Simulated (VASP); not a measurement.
The system is Al4BSbP2.

```
Al B Sb P
1.0
     3.82748    0.00000    0.00000
    -1.91374    3.31469    0.00000
     0.00000    0.00000   13.43154
Al B Sb P
4 1 1 2
Direct
  0.33333 0.66667 0.46775
  0.33333 0.66667 0.02874
  0.66667 0.33333 0.23000
  0.66667 0.33333 0.78699
  0.33333 0.66667 0.18687
  0.33333 0.66667 0.67566
  0.66667 0.33333 0.41527
  0.66667 0.33333 0.95873
```

- Program: VASP 6.6.1
- Task: relaxation of cell and atoms
- Functional: PBE
- Potentials or basis: VASP PAW PBE potentials, release 64 (Al, B, Sb, P)
- Cutoff: 600 eV
- k mesh: 12 × 12 × 4
- Occupations: gaussian, width 0.1 eV
- Spin: no spin polarisation

At the start: pressure 0.2 GPa; volume 21.30 Å³/atom.

Problem. How do energy, volume and symmetry change on relaxing?

Solution. Over 12 steps the energy falls by 2.4 meV/atom and the volume is 21.44 Å³/atom (+0.6 %); space group P3m1 (No. 156, to 0.1 Å) before and after.

The path:
```tsv
step	energy change (eV)	largest force (eV/Å)	pressure (GPa)	volume (Å³)
1	0.0000	0.2310	0.21	170.40
2	-0.0048	0.1628	-0.03	171.11
3	-0.0064	0.1258	-0.28	171.83
4	-0.0099	0.1215	0.00	171.30
5	-0.0110	0.1454	0.23	170.85
6	-0.0142	0.1122	0.14	171.10
7	-0.0172	0.1195	-0.08	171.72
8	-0.0187	0.0514	-0.02	171.61
9	-0.0187	0.0483	-0.01	171.59
10	-0.0189	0.0205	-0.01	171.56
11	-0.0190	0.0186	-0.01	171.55
12	-0.0190	0.0097	0.01	171.50
```

Final structure:
```
Al B Sb P
1.0
     3.82559    0.00000    0.00000
    -1.91280    3.31306    0.00000
     0.00000    0.00000   13.53138
Al B Sb P
4 1 1 2
Direct
  0.33333 0.66667 0.47213
  0.33333 0.66667 0.02530
  0.66667 0.33333 0.23556
  0.66667 0.33333 0.78523
  0.33333 0.66667 0.18231
  0.33333 0.66667 0.67648
  0.66667 0.33333 0.41735
  0.66667 0.33333 0.95564
```
